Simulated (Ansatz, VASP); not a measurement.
# One calculation of SiC, two programs

```
Si C
1.0
     3.12565    0.00000    0.00000
    -1.56282    2.70689    0.00000
     0.00000    0.00000   15.32021
Si C
6 6
Direct
  0.00000 0.00000 0.12505
  0.00000 0.00000 0.62505
  0.33333 0.66667 0.29183
  0.66667 0.33333 0.79183
  0.33333 0.66667 0.95832
  0.66667 0.33333 0.45832
  0.00000 0.00000 0.99967
  0.00000 0.00000 0.49967
  0.33333 0.66667 0.16683
  0.66667 0.33333 0.66683
  0.33333 0.66667 0.83331
  0.66667 0.33333 0.33331
```

Change from the starting cell: volume scaled by 1.03, ions relaxed.

Alike in both runs: functional PBE; k mesh 10 × 10 × 2; occupations fermi-dirac, width 0.02 eV; no spin polarisation.

Ansatz relaxed the structure, and its values are those at the end. VASP's run is a single point on that final structure, the one shown.

|  | VASP | Ansatz |
| --- | --- | --- |
| version | VASP 6.6.1 | Ansatz 0.2.0 |
| potentials or method | VASP PAW PBE potentials, release 64 (Si, C) | plane-wave PAW, scalar-relativistic |
| plane-wave cutoff (eV) | 520 | 420 |
| valence electrons in the cell | 48 | 48 |

Ansatz gave:

| Quantity | Value |
| --- | --- |
| gap on the k mesh at the Fermi level (eV) | 2.04 |
| pressure (GPa) | -5.7 |
| rms of the force components (eV/Å) | 0.004 |

Problem. Estimate VASP's values.

Solution. gap on the k mesh at the Fermi level (eV): 2.04; pressure (GPa): -5.8; rms of the force components (eV/Å): 0.004.

Ansatz's warnings: stress scf threshold loose.
